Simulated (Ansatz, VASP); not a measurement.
# ZnS in VASP and in Ansatz

```
Zn S
1.0
     3.81100    0.00000    0.00000
    -1.90550    3.30042    0.00000
     0.00000    0.00000    6.23400
Zn S
2 2
Cartesian
  0.0000 2.2003 0.0000
  1.9055 1.1001 3.1170
  0.0000 2.2003 2.4001
  1.9055 1.1001 5.5171
```

Alike in both runs: task relaxation of cell and atoms; functional LDA; k mesh 10 × 10 × 6; occupations fermi-dirac, width 0.05 eV; no spin polarisation.

|  | VASP | Ansatz |
| --- | --- | --- |
| version | VASP 6.6.1 | Ansatz 0.2.0 |
| potentials or method | VASP PAW LDA potentials, release 64 (Zn, S) | PAW with Ansatz's default frozen-core files, scalar-relativistic |
| plane-wave cutoff (eV) | 600 | 420 |
| valence electrons in the cell | 36 | 36 |

Ansatz gave:

| Quantity | Value |
| --- | --- |
| relaxed volume (Å³/atom) | 18.59 |
| relaxed cell length with the largest relative difference (Å) | 3.738 |

**Question.** What did VASP give for the same quantities?

**Answer.** Relaxed volume (Å³/atom): 18.64; relaxed cell length with the largest relative difference (Å): 3.742.

LDA's correlation is that of Perdew and Zunger in VASP and of Perdew and Wang (1992) in Ansatz.
